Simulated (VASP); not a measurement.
Write the native input for VASP 6.6.1 that does the following.

* Task: single point
* Functional: LDA
* Potentials or basis: VASP PAW LDA potentials, release 64 (Hf_pv)
* Cutoff: 520 eV
* k mesh: 10 × 10 × 10
* Occupations: fermi-dirac, width 0.05 eV
* Spin: no spin polarisation
* Dipole correction: no
* Further INCAR settings: ALGO = Normal; EDIFF = 1e-07; NBANDS = 11

The structure of Hf lies in POSCAR:

```
Hf
1.0
    0.0000000000      2.2492138765      2.2492138765
    2.2492138765      0.0000000000      2.2492138765
    2.2492138765      2.2492138765      0.0000000000
Hf
1
Direct
    0.0000000000      0.0000000000      0.0000000000
```

This cell differs from its parent crystal: volume scaled by 1.04.

These files were run (other wordings do the same):

INCAR

```
SYSTEM = Hf
PREC = Accurate
ENCUT = 520
EDIFF = 1E-7
ISMEAR = -1
SIGMA = 0.05
LREAL = .FALSE.
LASPH = .TRUE.
NELM = 100
ALGO = Normal
ISIF = 2
LWAVE = .FALSE.
LCHARG = .FALSE.
GGA = CA
NBANDS = 11
```

KPOINTS

```
regular mesh
0
G
  10 10 10
  0 0 0
```

Potentials or basis: VASP PAW LDA potentials, release 64 (Hf_pv).

Command:

```bash
$ cat potpaw_LDA.64/Hf_pv/POTCAR > POTCAR
$ mpirun -np 1 vasp_std > vasp.out
```

Results of the run:

| Quantity | Value |
| --- | --- |
| Pressure | -9.3 GPa |
| Band gap on the k mesh | zero (band 5 reaches 5.82 eV, above the bottom of band 6 at 4.11 eV) |

Caveat: spin-orbit coupling is left out, which moves the levels of the heavy elements.

Run time: 5.5 s on 1 thread of Intel(R) Xeon(R) Platinum 8259CL CPU @ 2.50GHz (Skylake/Cascade Lake), on a shared host, peak memory 0.13 GiB.
